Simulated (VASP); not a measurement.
# P (R-3m) in VASP: a series of runs, part 2 of 2

VASP 6.6.1. The steps go on from the part before.

### 3 Relaxation of volume and atoms at fixed shape, PBEsol

This run uses another cell than the first one, of 16.14 Å³/atom.

The input, INCAR:

```
SYSTEM = P
PREC = Accurate
ENCUT = 500
EDIFF = 1E-7
ISMEAR = -1
SIGMA = 0.05
LREAL = .False.
LASPH = .True.
NELM = 120
ALGO = Normal
ISIF = 8
LWAVE = .False.
LCHARG = .False.
GGA = PS
IBRION = 2
NSW = 80
EDIFFG = -0.01
GGA_COMPAT = .False.
NELMIN = 4
```

The input, KPOINTS:

```
regular mesh
0
Gamma
  6 6 6
  0 0 0
```

The input, POSCAR:

```
P
1.0
    1.7257250000      0.9963477933      3.1296800000
   -1.7257250000      0.9963477933      3.1296800000
    0.0000000000     -1.9926955866      3.1296800000
P
2
Direct
    0.2270833333      0.2270833333      0.2270833333
    0.7729166667      0.7729166667      0.7729166667
```

Potentials or basis: VASP PAW PBE potentials, release 64 (P).

Command:

```bash
cat potpaw_PBE.64/P/POTCAR > POTCAR
mpirun -np 1 vasp_std > vasp.out
```

OUTCAR:

```text
SYSTEM = P
   PREC = Accurate
   ENCUT = 500
   EDIFF = 1E-7
   ISMEAR = -1
   LREAL = .False.
   LASPH = .True.
   NELM = 120
   ISIF = 8
   GGA = PS
   IBRION = 2
   NSW = 80
   EDIFFG = -0.01
   NELMIN = 4

 ion  position               nearest neighbor table
   1  0.227  0.227  0.227-   2 2.29   2 2.29   2 2.29   2 2.82   2 2.82   2 2.82
   2  0.773  0.773  0.773-   1 2.29   1 2.29   1 2.29   1 2.82   1 2.82   1 2.82

  LATTYP: Found a trigonal (rhomboedric) cell.
 ALAT       =     3.7102200209
 COS(alpha) =     0.5673129994

  Lattice vectors:

 A1 = (   1.7257250000,   0.9963477933,   3.1296800000)
 A2 = (  -1.7257250000,   0.9963477933,   3.1296800000)
 A3 = (   0.0000000000,  -1.9926955866,   3.1296800000)

Analysis of symmetry for initial positions (statically):
=====================================================================
 Subroutine PRICEL returns:
 Original cell was already a primitive cell.

 Routine SETGRP: Setting up the symmetry group for a
 trigonal (rhombohedral) supercell.

 Subroutine GETGRP returns: Found 12 space group operations
 (whereof 12 operations were pure point group operations)
 out of a pool of 12 trial point group operations.

The static configuration has the point symmetry D_3d.

Analysis of symmetry for dynamics (positions and initial velocities):
=====================================================================
 Subroutine PRICEL returns:
 Original cell was already a primitive cell.

 Routine SETGRP: Setting up the symmetry group for a
 trigonal (rhombohedral) supercell.

 Subroutine GETGRP returns: Found 12 space group operations
 (whereof 12 operations were pure point group operations)
 out of a pool of 12 trial point group operations.

The dynamic configuration has the point symmetry D_3d.

 Subroutine INISYM returns: Found 12 space group operations
 (whereof 12 operations are pure point group operations),
 and found     1 'primitive' translations

----------------------------------------------------------------------------------------

                                     Primitive cell

  volume of cell :      32.2874

  direct lattice vectors                    reciprocal lattice vectors
     1.725725000  0.996347793  3.129680000     0.289733300  0.167277599  0.106507162
    -1.725725000  0.996347793  3.129680000    -0.289733300  0.167277599  0.106507162
     0.000000000 -1.992695587  3.129680000     0.000000000 -0.334555198  0.106507162

  length of vectors
     3.710220021  3.710220021  3.710220021     0.351099638  0.351099638  0.351099638

  position of ions in fractional coordinates (direct lattice)
     0.227083333  0.227083333  0.227083333
     0.772916667  0.772916667  0.772916667

  ion indices of the primitive-cell ions
   primitive index   ion index
                 1           1
                 2           2

----------------------------------------------------------------------------------------

[... 29 lines left out ...]
  0.500000  0.000000 -0.000000      3.000000
  0.166667  0.166667  0.000000      6.000000
  0.333333  0.166667  0.000000     12.000000
[... 16 lines left out ...]
  0.500000  0.500000  0.166667      6.000000
 -0.333333  0.500000  0.166667     12.000000
 [... further k-points ...]
   k-points           NKPTS =     32   k-points in BZ     NKDIM =     32   number of bands    NBANDS=      9
   number of dos      NEDOS =    301   number of ions     NIONS =      2
   total plane-waves  NPLWV =  21952
   dimension x,y,z NGX =    28 NGY =   28 NGZ =   28
   dimension x,y,z NGXF=    56 NGYF=   56 NGZF=   56
   ions per type =               2
   NGX,Y,Z   is equivalent  to a cutoff of  12.55, 12.55, 12.55 a.u.
   NGXF,Y,Z  is equivalent  to a cutoff of  25.09, 25.09, 25.09 a.u.
 SYSTEM =  P
   PREC   = accura    normal or accurate (medium, high low for compatibility)
   ISTART =      0    job   : 0-new  1-cont  2-samecut
   ICHARG =      2    charge: 1-file 2-atom 10-const
   ISPIN  =      1    spin polarized calculation?
   LNONCOLLINEAR =      F non collinear calculations
   LSORBIT =      F    spin-orbit coupling
   LASPH  =      T    aspherical Exc in radial PAW
   ENCUT  =  500.0 eV  36.75 Ry    6.06 a.u.   6.76  6.76  6.76*2*pi/ulx,y,z
   NELM   =    120;   NELMIN=  4; NELMDL= -5     # of ELM steps
   EDIFF  = 0.1E-06   stopping-criterion for ELM
   LREAL  =      F    real-space projection
   EDIFFG = -.1E-01   stopping-criterion for IOM
   NSW    =     80    number of steps for IOM
   IBRION =      2    ionic relax: 0-MD 1-quasi-New 2-CG
   NFREE  =      1    steps in history (QN), initial steepest desc. (CG)
   ISIF   =      8    stress and relaxation
   ISYM   =      2    0-nonsym 1-usesym 2-fastsym
   POTIM  = 0.5000    time-step for ionic-motion
   TEBEG  =    0.0;   TEEND  =   0.0 temperature during run
   PSTRESS=    0.0 pullay stress
   NELECT =      10.0000    total number of electrons
   NUPDOWN=      -1.0000    fix difference up-down
   EMIN   =  10.00;   EMAX   =-10.00  energy-range for DOS
   EFERMI =   0.00;   METHOD = LEGACY
   ISMEAR =    -1;   SIGMA  =   0.05  broadening in eV -4-tet -1-fermi 0-gaus
   EFERMI_NEDOS =   21; number of points for ismear=-14 and -15
   IALGO  =     38    algorithm
   IMIX   =      4    mixing-type and parameters
     AMIX     =   0.40;   BMIX     =  1.00
     AMIX_MAG =   1.60;   BMIX_MAG =  1.00
  volume/ion in A,a.u.               =      16.14       108.94
  Fermi-wavevector in a.u.,A,eV,Ry     =   1.107636  2.093128 16.692399  1.226857
  Thomas-Fermi vector in A             =   2.244152
   LORBIT       =      0    0 simple, 1 ext, 2 COOP (PROOUT), +10 PAW based schemes
   GGA     = PS    functional components
   LHFCALC =     F    Hartree Fock is set to
   AEXX    =    0.0000 exact exchange contribution
   IVDW    =     0    specifies the selected vdW correction
   LEPSILON=     F    determine dielectric tensor
   LRPA    =     F    only Hartree local field effects (RPA)
 conjugate gradient relaxation of ions
 non-spin polarized calculation
  energy-cutoff  :      500.00
  volume of cell :       32.29
 maximum number of plane-waves:       834
   NGX = 13   NGY = 13   NGZ = 13

--------------------------------------- Ionic step        1  -------------------------------------------

 number of electron      10.0000000 magnetization

 Free energy of the ion-electron system (eV)
  ---------------------------------------------------
  ext. energy  EPLUGINS =         0.00000000
  ---------------------------------------------------
  free energy    TOTEN  =       -11.58671136 eV

  energy without entropy =      -11.58411215  energy(sigma->0) =      -11.58541175

------------------------ aborting loop because EDIFF is reached ----------------------------------------

  FORCE on cell =-STRESS in cart. coord.  units (eV):
  Direction    XX          YY          ZZ          XY          YZ          ZX
  --------------------------------------------------------------------------------------
  -------------------------------------------------------------------------------------
  Total       -0.3325806     -0.3325806     -0.5656978     -0.0000000      0.0000000      0.0000000
  in kB      -16.5034124    -16.5034124    -28.0712243     -0.0000000      0.0000000      0.0000000
  external PRESSURE =     -20.3593497 kB  Pullay stress =       0.0000000 kB
[... 131 lines left out ...]
--------------------------------------- Ionic step        5  -------------------------------------------

 number of electron      10.0000000 magnetization

 Free energy of the ion-electron system (eV)
  ---------------------------------------------------
  ext. energy  EPLUGINS =         0.00000000
  ---------------------------------------------------
  free energy    TOTEN  =       -11.59420688 eV

  energy without entropy =      -11.59176427  energy(sigma->0) =      -11.59298558

 E-fermi :   9.4228     XC(G=0): -11.0229

 val. band max:        9.2787441613   @ k =   0.5000   0.5000   0.0000
 cond. band min:       9.5229011471   @ k =   0.5000   0.0000  -0.0000
 fundamental gap:      0.2441569858
 Fermi energy:         9.4227588174

 k-point     1 :       0.0000    0.0000    0.0000
  band No.  band energies     occupation
      1      -7.4546      2.00000
      2       5.9749      2.00000
      3       6.0223      2.00000
      4       6.5199      2.00000
      5       6.5199      2.00000
      6      10.8575      0.00000
      7      12.1157      0.00000
      8      12.1157      0.00000
      9      15.0441      0.00000
[... 265 lines left out ...]
 k-point    24 :      -0.3333    0.5000    0.1667
  band No.  band energies     occupation
      1      -3.2243      2.00000
      2      -1.1414      2.00000
      3       1.4376      2.00000
      4       2.5473      2.00000
      5       6.6308      2.00000
      6      11.4494      0.00000
      7      12.3763      0.00000
      8      16.4317      0.00000
      9      16.6751      0.00000

 [... further k-points ...]
[... 5 lines left out ...]
  --------------------------------------------------------------------------------------
  -------------------------------------------------------------------------------------
  Total        0.1546726      0.1546726     -0.2734554      0.0000000      0.0000000      0.0000000
  in kB        7.9298677      7.9298677    -14.0197124      0.0000000      0.0000000      0.0000000
  external PRESSURE =       0.6133410 kB  Pullay stress =       0.0000000 kB
[... 17 lines left out ...]
  FREE ENERGIE OF THE ION-ELECTRON SYSTEM (eV)
  ---------------------------------------------------
  free  energy   TOTEN  =       -11.5942068792 eV

  energy  without entropy=      -11.5917642716  energy(sigma->0) =      -11.59298558

 reached required accuracy - stopping structural energy minimisation
```

CONTCAR:

```text
P
   1.00000000000000
     1.7070503974123781    0.9855660064689976    3.0958127672564122
    -1.7070503974123781    0.9855660064689976    3.0958127672564122
     0.0000000000000000   -1.9711320129379952    3.0958127672564122
  P
     2
Direct
     0.2285566314769578    0.2285566314769578    0.2285566314769578
     0.7714433685230423    0.7714433685230423    0.7714433685230423

  0.00000000E+00  0.00000000E+00  0.00000000E+00
  0.00000000E+00  0.00000000E+00  0.00000000E+00
```

Run time: 17 s. Hardware: 1 thread of Intel Xeon 6975P-C (Granite Rapids), shared host; peak memory 0.15 GiB.

What came out:

* Free energy: -11.5942 eV
* Relaxed volume: 15.63 Å³/atom
* Relaxed cell: a = 3.670 Å, b = 3.670 Å, c = 3.670 Å, α = 55.44°, β = 55.44°, γ = 55.44°
* Space group after relaxing (to 0.1 Å): R-3m (No. 166)
* Energy gained by relaxing: 3.7 meV/atom
* Ionic steps: 5
* Pressure after relaxing: 0.1 GPa
* Band gap on the k mesh: zero (bands 5 and 6 overlap by 0.74 eV)

Forces on the atoms (eV/Å):
```
P    0.000  0.000  0.003
P    0.000  0.000 -0.003
```

Stress tensor (GPa, compression positive):
```
 0.79  0.00  0.00
 0.00  0.79  0.00
 0.00  0.00 -1.40
```

Step by step:
```
step  energy change (eV)  largest force (eV/Å)  pressure (GPa)  volume (Å³)
   1              0.0000                0.0442           -2.04        32.29
   2             -0.0054                0.2001            0.58        31.34
   3             -0.0056                0.1751            0.14        31.48
   4             -0.0074                0.0468            0.07        31.31
   5             -0.0075                0.0026            0.06        31.25
```

Final structure:
```cif
data_structure
_symmetry_space_group_name_H-M 'P 1'
_symmetry_Int_Tables_number 1
_cell_length_a 3.6701
_cell_length_b 3.6701
_cell_length_c 3.6701
_cell_angle_alpha 55.437
_cell_angle_beta 55.437
_cell_angle_gamma 55.437
_cell_volume 31.25
loop_
_atom_site_label
_atom_site_type_symbol
_atom_site_fract_x
_atom_site_fract_y
_atom_site_fract_z
_atom_site_occupancy
P1 P 0.22856 0.22856 0.22856 1
P2 P 0.77144 0.77144 0.77144 1
```

Levels at points of the mesh, in eV from the Fermi level:
```tsv
k point	band 1	band 2	band 3	band 4	band 5	band 6	band 7	band 8	band 9
(0.00, 0.00, 0.00)	-16.88	-3.45	-3.40	-2.90	-2.90	1.43	2.69	2.69	5.62
(0.50, 0.00, 0.00)	-13.27	-12.19	-3.86	-3.52	-0.96	-0.21	0.10	0.26	8.71
(0.50, 0.50, 0.00)	-12.99	-10.19	-7.10	-5.73	-5.57	-0.14	6.27	7.52	8.58
(0.50, 0.50, 0.50)	-14.76	-11.36	-2.81	-2.81	-0.29	-0.29	0.29	2.31	8.71
```

Caveat: the k points lie up to 0.37 Å⁻¹ apart in the final cell, too coarse for converged energies and pressures of a metal; the PAW data sets were made with another functional, which shifts forces and pressure a little.
